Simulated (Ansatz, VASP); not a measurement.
## One calculation of LiTa16, two programs

```
Ta Li
1.0
     6.62000    0.00000    0.00000
     0.00000    6.62000    0.00000
     0.00000    0.00000    6.62000
Ta Li
16 1
Direct
  0.99964 0.02233 0.96563
  0.49958 0.99959 0.99656
  0.99952 0.50781 0.00241
  0.99966 0.02227 0.53411
  0.24699 0.24274 0.24990
  0.49946 0.49097 0.99633
  0.49958 0.99958 0.50325
  0.75203 0.24277 0.24990
  0.99953 0.50781 0.49739
  0.28364 0.72848 0.24993
  0.25313 0.25957 0.74989
  0.49946 0.49097 0.50348
  0.71508 0.72811 0.24992
  0.74599 0.25957 0.74989
  0.25289 0.75102 0.74991
  0.74622 0.75094 0.74991
  0.99902 0.87521 0.24981
```

Alike in both runs: functional PBE; k mesh 2 × 2 × 2; occupations fermi-dirac, width 0.05 eV; no spin polarisation.

Ansatz relaxed the structure, and its values are those at the end. VASP's run is a single point on that final structure, the one shown.

```csv
,VASP,Ansatz
version,VASP 6.6.1,Ansatz 0.2.0
potentials or method,"VASP PAW PBE potentials, release 64 (Ta_pv, Li_sv), cutoff 520 eV","scalar-relativistic, plane waves, PAW"
valence electrons in the cell,179,211
```

```tsv
	VASP	Ansatz	Ansatz less VASP
rms of the force components (eV/Å)	0.005	0.004	-0.0009
```

With one functional, cell and mesh, what is left measures potentials, basis and numerics. VASP's potentials hold 179 valence electrons a cell and Ansatz's 211, so a difference there can come from the potentials and not from the codes.

The k mesh is coarse, so the values compare programs but aren't converged. Spin-orbit coupling is off throughout. Noted on VASP's run: the cutoff is under 1.25 times that of the potentials, so the pressure is a little rough.
